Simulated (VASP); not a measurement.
# Zn (Pmmm) in VASP: further runs, part 2 of 2

VASP 6.6.1. Earlier steps stand in the parts before.

## 3. Relaxation of cell and atoms, PBE

INCAR reads:

```
SYSTEM = Zn
PREC = Accurate
ENCUT = 600
EDIFF = 1E-6
ISMEAR = 0
SIGMA = 0.1
LREAL = .FALSE.
LASPH = .TRUE.
NELM = 80
ALGO = Normal
ISIF = 3
LWAVE = .FALSE.
LCHARG = .FALSE.
GGA = PE
IBRION = 2
NSW = 90
EDIFFG = -0.04
```

KPOINTS reads:

```
Automatic mesh
0
G
  8 8 6
  0 0 0
```

POSCAR reads:

```
Zn
1.0
    2.4524760000      0.0000000000      0.0000000000
    0.0000000000      2.4612120500      0.0000000000
    0.0000000000      0.0000000000      2.7028931100
Zn
1
Direct
    0.0000000000      0.0000000000      0.0000000000
```

Potentials or basis: VASP PAW PBE potentials, release 64 (Zn).

On the command line:

```
$ cat potpaw_PBE.64/Zn/POTCAR > POTCAR
$ mpirun -np 1 vasp_std > vasp.out
```

OUTCAR:

```text
SYSTEM = Zn
   PREC = Accurate
   ENCUT = 600
   EDIFF = 1E-6
   ISMEAR = 0
   LREAL = .FALSE.
   LASPH = .TRUE.
   NELM = 80
   ISIF = 3
   GGA = PE
   IBRION = 2
   NSW = 90
   EDIFFG = -0.04

 ion  position               nearest neighbor table
   1  0.000  0.000  0.000-

  LATTYP: Found a simple orthorhombic cell.
 ALAT       =     2.4524760000
 B/A-ratio  =     1.0035621348
 C/A-ratio  =     1.1021078738

  Lattice vectors:

 A1 = (   2.4524760000,   0.0000000000,   0.0000000000)
 A2 = (   0.0000000000,   2.4612120500,   0.0000000000)
 A3 = (   0.0000000000,   0.0000000000,   2.7028931100)

Analysis of symmetry for initial positions (statically):
=====================================================================
 Subroutine PRICEL returns:
 Original cell was already a primitive cell.

 Routine SETGRP: Setting up the symmetry group for a
 simple orthorhombic supercell.

 Subroutine GETGRP returns: Found  8 space group operations
 (whereof  8 operations were pure point group operations)
 out of a pool of  8 trial point group operations.

The static configuration has the point symmetry D_2h.

Analysis of symmetry for dynamics (positions and initial velocities):
=====================================================================
 Subroutine PRICEL returns:
 Original cell was already a primitive cell.

 Routine SETGRP: Setting up the symmetry group for a
 simple orthorhombic supercell.

 Subroutine GETGRP returns: Found  8 space group operations
 (whereof  8 operations were pure point group operations)
 out of a pool of  8 trial point group operations.

The dynamic configuration has the point symmetry D_2h.

 Subroutine INISYM returns: Found  8 space group operations
[... 122 lines left out ...]
   AEXX    =    0.0000 exact exchange contribution
   IVDW    =     0    specifies the selected vdW correction
   LEPSILON=     F    determine dielectric tensor
   LRPA    =     F    only Hartree local field effects (RPA)
 conjugate gradient relaxation of ions
 non-spin polarized calculation
 Gauss-broadening in eV      SIGMA  =   0.10
  energy-cutoff  :      600.00
  volume of cell :       16.31
 maximum number of plane-waves:       560
 NGX is ok and might be reduce to    20
   NGX =  9   NGY =  9   NGZ = 11

--------------------------------------- Ionic step        1  -------------------------------------------

 number of electron      11.9999994 magnetization

 Free energy of the ion-electron system (eV)
  ---------------------------------------------------
  ext. energy  EPLUGINS =         0.00000000
  ---------------------------------------------------
  free energy    TOTEN  =        -0.83789884 eV

  energy without entropy =       -0.83652196  energy(sigma->0) =       -0.83721040

------------------------ aborting loop because EDIFF is reached ----------------------------------------

  FORCE on cell =-STRESS in cart. coord.  units (eV):
  Direction    XX          YY          ZZ          XY          YZ          ZX
  --------------------------------------------------------------------------------------
  -------------------------------------------------------------------------------------
  Total        1.3128870      1.1923062     -0.0187923      0.0000000      0.0000000      0.0000000
  in kB      128.9303754    117.0889014     -1.8454741      0.0000000      0.0000000      0.0000000
  external PRESSURE =      81.3912676 kB  Pullay stress =       0.0000000 kB
[... 92 lines left out ...]
--------------------------------------- Ionic step        4  -------------------------------------------

 number of electron      11.9999981 magnetization

 Free energy of the ion-electron system (eV)
  ---------------------------------------------------
  ext. energy  EPLUGINS =         0.00000000
  ---------------------------------------------------
  free energy    TOTEN  =        -0.90218949 eV

  energy without entropy =       -0.90125484  energy(sigma->0) =       -0.90172217

 E-fermi :   1.8450     XC(G=0): -10.5551

 val. band max:        1.7144836762   @ k =   0.3750   0.3750   0.3333
 cond. band min:       1.9163022931   @ k =   0.1250   0.5000   0.3333
 fundamental gap:      0.2018186169
 Fermi energy:         1.8449629020

 k-point     1 :       0.0000    0.0000    0.0000
  band No.  band energies     occupation
      1      -7.1874      2.00000
      2      -6.1588      2.00000
      3      -6.0895      2.00000
      4      -4.9962      2.00000
      5      -4.9961      2.00000
      6      -4.9512      2.00000
      7      12.9292      0.00000
      8      14.4773      0.00000
      9      14.4821      0.00000
     10      16.2505      0.00000
[... 287 lines left out ...]
 k-point    24 :       0.3750    0.5000    0.0000
  band No.  band energies     occupation
      1      -6.0116      2.00000
      2      -5.7441      2.00000
      3      -5.3155      2.00000
      4      -5.2570      2.00000
      5      -4.8410      2.00000
      6       1.5286      1.99999
      7       2.3206      0.00000
      8       7.3112      0.00000
      9       9.7435      0.00000
     10      21.0680      0.00000

 [... further k-points ...]
[... 5 lines left out ...]
  --------------------------------------------------------------------------------------
  -------------------------------------------------------------------------------------
  Total        0.0167683      0.0159056     -0.0025209     -0.0000000      0.0000000      0.0000000
  in kB        1.4728501      1.3970797     -0.2214273     -0.0000000      0.0000000      0.0000000
  external PRESSURE =       0.8828342 kB  Pullay stress =       0.0000000 kB
[... 16 lines left out ...]
  FREE ENERGIE OF THE ION-ELECTRON SYSTEM (eV)
  ---------------------------------------------------
  free  energy   TOTEN  =        -0.9021894922 eV

  energy  without entropy=       -0.9012548392  energy(sigma->0) =       -0.90172217

 reached required accuracy - stopping structural energy minimisation
```

CONTCAR:

```text
Zn
   1.00000000000000
     2.6013774981956637    0.0000000000000000    0.0000000000000000
    -0.0000000000000000    2.6016498248480140    0.0000000000000000
     0.0000000000000000    0.0000000000000000    2.6951825113014154
  Zn
     1
Direct
     0.0000000000000000    0.0000000000000000    0.0000000000000000

  0.00000000E+00  0.00000000E+00  0.00000000E+00
```

Wall time 22 s (1 thread of Intel Xeon Platinum 8488C (Sapphire Rapids), shared host); peak memory 0.12 GiB.

Results:

* Free energy: -0.9022 eV
* Relaxed volume: 18.24 Å³/atom
* Relaxed cell: a = 2.601 Å, b = 2.602 Å, c = 2.695 Å, α = 90.00°, β = 90.00°, γ = 90.00°
* Space group after relaxing (to 0.05 Å): P4/mmm (No. 123)
* Energy gained by relaxing: 64.3 meV/atom
* Ionic steps: 4
* Pressure after relaxing: 0.1 GPa
* Band gap on the k mesh: zero (band 6 reaches 7.14 eV, above the bottom of band 7 at -1.09 eV)

The path:
```csv
step,energy change (eV),largest force (eV/Å),pressure (GPa),volume (Å³)
1,0.0000,0.0000,8.14,16.31
2,-0.0642,0.0000,-0.25,18.33
3,-0.0642,0.0000,-0.03,18.27
4,-0.0643,0.0000,0.09,18.24
```

Final structure:
```xyz
1
Lattice="2.6014 0.0000 0.0000 0.0000 2.6016 0.0000 0.0000 0.0000 2.6952" Properties=species:S:1:pos:R:3 pbc="T T T"
Zn    0.0000    0.0000    0.0000
```

Caveat: the k points lie up to 0.39 Å⁻¹ apart in the final cell.
